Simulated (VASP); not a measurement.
# Rh: single point with PBE

Crystal: Rh.

```
Rh
1.0
     2.58860    0.00000    0.00000
    -1.29430    2.24179    0.00000
     0.00000    0.00000    4.03430
Rh
2
Cartesian
  1.2943 0.7473 3.0257
  0.0000 1.4945 1.0086
```

This isn't the form of Rh at room conditions, which is fcc.

```json
{"Program": "VASP 6.6.1", "Task": "single point", "Functional": "PBE", "Potentials or basis": "VASP PAW PBE potentials, release 64 (Rh_pv)", "Cutoff": "520 eV", "k mesh": "18 × 18 × 10", "Occupations": "gaussian, width 0.15 eV", "Spin": "no spin polarisation", "Dipole correction": "no", "Further INCAR settings": "ALGO = Normal; EDIFF = 1e-06; NBANDS = 22"}
```

```yaml
Pressure: 77.2 GPa
Band_gap_on_the_k_mesh: zero (bands 15 and 16 overlap by 3.03 eV)
```

Stress tensor (GPa, compression positive):
```
70.28  0.00  0.00
 0.00 70.28  0.00
 0.00  0.00 91.15
```

Levels at points of the mesh, in eV from the Fermi level:
| k point | band 11 | band 12 | band 13 | band 14 | band 15 | band 16 | band 17 | band 18 | band 19 | band 20 |
| --- | --- | --- | --- | --- | --- | --- | --- | --- | --- | --- |
| (0.00, 0.00, 0.00) | -3.65 | -3.20 | -3.20 | -2.82 | -2.82 | 0.11 | 0.11 | 1.03 | 10.93 | 15.49 |
| (0.50, 0.00, 0.00) | -3.24 | -2.87 | -2.68 | 0.31 | 0.80 | 0.98 | 3.51 | 5.95 | 11.66 | 12.63 |
| (0.00, 0.00, 0.50) | -4.21 | -4.21 | -3.83 | -3.83 | -0.56 | -0.56 | -0.56 | -0.56 | 15.03 | 15.03 |
| (0.50, 0.00, 0.50) | -2.37 | -2.37 | -0.50 | -0.50 | 0.62 | 0.62 | 2.95 | 2.95 | 10.97 | 10.97 |

It took 100 s on 1 thread of AMD EPYC 7R43 64-Core Processor (Zen 3), with other jobs on the host, peak memory 0.16 GiB.

Caveat: the cell stands under pressure.
